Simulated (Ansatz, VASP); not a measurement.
## CdS in VASP and in Ansatz

File INCAR:

```
SYSTEM = CdS
ALGO = Normal
EDIFF = 1E-7
ENCUT = 520
GGA = PE
ISIF = 2
ISMEAR = 0
LASPH = .TRUE.
LCHARG = .FALSE.
LREAL = .FALSE.
LWAVE = .FALSE.
NBANDS = 46
NELM = 80
PREC = Accurate
SIGMA = 0.05
```

The input KPOINTS:

```
k-points
0
G
  7 7 2
  0 0 0
```

POSCAR

```
CdS
1.0
   -2.0985806452     -3.6348483013      0.0000000000
    2.0985806452     -3.6348483013      0.0000000000
    1.2241720430     -3.9377523264     13.6554617430
Cd S
4 4
Direct
    0.4402096031     -0.0881902118      0.9058282541
    0.5652096031      0.3284764549      0.4058282541
    0.2943762698      0.2034764549      0.1558282541
    0.1693762698     -0.2131902118      0.6558282541
    0.6431237302      0.5881902118      0.0941717459
    0.5181237302      0.1715235451      0.5941717459
    0.2472903969      0.0465235451      0.3441717459
    0.1222903969     -0.3701431216      0.8441717459
```

Input for Ansatz:

```yaml
crystal:
  lattice:
    - [-2.0985806452, -3.6348483013, 0.0]
    - [2.0985806452, -3.6348483013, 0.0]
    - [1.224172043, -3.9377523264, 13.655461743]
  atoms:
    - { symbol: Cd, position: [0.4402096031, -0.0881902118, 0.9058282541] }
    - { symbol: Cd, position: [0.5652096031, 0.3284764549, 0.4058282541] }
    - { symbol: Cd, position: [0.2943762698, 0.2034764549, 0.1558282541] }
    - { symbol: Cd, position: [0.1693762698, -0.2131902118, 0.6558282541] }
    - { symbol: S, position: [0.6431237302, 0.5881902118, 0.0941717459] }
    - { symbol: S, position: [0.5181237302, 0.1715235451, 0.5941717459] }
    - { symbol: S, position: [0.2472903969, 0.0465235451, 0.3441717459] }
    - { symbol: S, position: [0.1222903969, -0.3701431216, 0.8441717459] }
basis:
  ecutwfc: 420
kpoints:
  mp_grid: { grid: [7, 7, 2] }
hamiltonian:
  xc: pbe
scf:
  occupations: { method: gaussian, width: 0.05 }
output:
  forces: true
  stress: true
  eigenvalues: true
```

Alike in both runs: task single point; functional PBE; k mesh 7 × 7 × 2; occupations gaussian, width 0.05 eV; no spin polarisation.

|  | VASP | Ansatz |
| --- | --- | --- |
| version | VASP 6.6.1 | Ansatz 0.2.0 |
| potentials or method | VASP PAW PBE potentials, release 64 (Cd, S), cutoff 520 eV | scalar-relativistic, plane waves, PAW |
| valence electrons in the cell | 72 | 104 |

Ansatz gave:

| Property | Result |
| --- | --- |
| gap on the k mesh at the Fermi level (eV) | 0.94 |
| least direct gap on the mesh (eV) | 0.94 |
| pressure (GPa) | -0.3 |
| traceless stress, the component that is largest in VASP (GPa) | 0.98 |
| rms of the force components (eV/Å) | 0.148 |

Q: What did VASP give for the same quantities?

A: gap on the k mesh at the Fermi level (eV): 0.94; least direct gap on the mesh (eV): 0.94; pressure (GPa): 0.0; traceless stress, the component that is largest in VASP (GPa): 0.98; rms of the force components (eV/Å): 0.149.

Atom by atom the forces differ by 0.004 eV/Å (rms over components). VASP's potentials hold 72 valence electrons a cell and Ansatz's 104, so a difference there can come from the potentials and not from the codes.
